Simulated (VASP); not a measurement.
Write the native input for VASP 6.6.1 that does the following.

```yaml
Task: relaxation of shape and atoms at fixed volume
Functional: PBE
Potentials_or_basis: VASP PAW PBE potentials, release 64 (Mg)
Cutoff: 600 eV
k_mesh: 14 × 14 × 13
Occupations: fermi-dirac, width 0.1 eV
Spin: no spin polarisation
Dipole_correction: no
Further_INCAR_settings: ALGO = Normal; EDIFF = 1e-07; IBRION = 2; EDIFFG = -0.005; NSW = 50; ISIF = 4
```

The structure of Mg lies in POSCAR:

```
Mg
1.0
    2.8437335900      0.0000000000      0.0000000000
   -1.4218667950      2.4627455305      0.0000000000
    0.0000000000      0.0000000000      2.8607414054
Mg
1
Direct
    0.0000000000      0.0000000000      0.0000000000
```

One way to write it, as run:

INCAR

```
ALGO = Normal ; EDIFF = 1E-7
EDIFFG = -0.005 ; ENCUT = 600
GGA = PE ; IBRION = 2
ISIF = 4 ; ISMEAR = -1
LASPH = True ; LCHARG = False
LREAL = False ; LWAVE = False
NELM = 100 ; NSW = 50
PREC = Accurate ; SIGMA = 0.1
```

KPOINTS

```
k-points
0
Gamma
  14 14 13
```

Potentials or basis: VASP PAW PBE potentials, release 64 (Mg).

The run is started by

```console
$ cat potpaw_PBE.64/Mg/POTCAR > POTCAR
$ mpirun -np 1 vasp_std > vasp.out
```

It gave:

```
Energy gained by relaxing : 7.6 meV/atom
Ionic steps               : 3
Pressure after relaxing   : 10.5 GPa
Band gap on the k mesh    : zero (band 1 reaches 6.28 eV, above the bottom of band 2 at 1.29 eV)
```

It took 19 s on 1 thread of Intel(R) Xeon(R) Platinum 8259CL CPU @ 2.50GHz (Skylake/Cascade Lake) (shared host), peak memory 0.15 GiB.
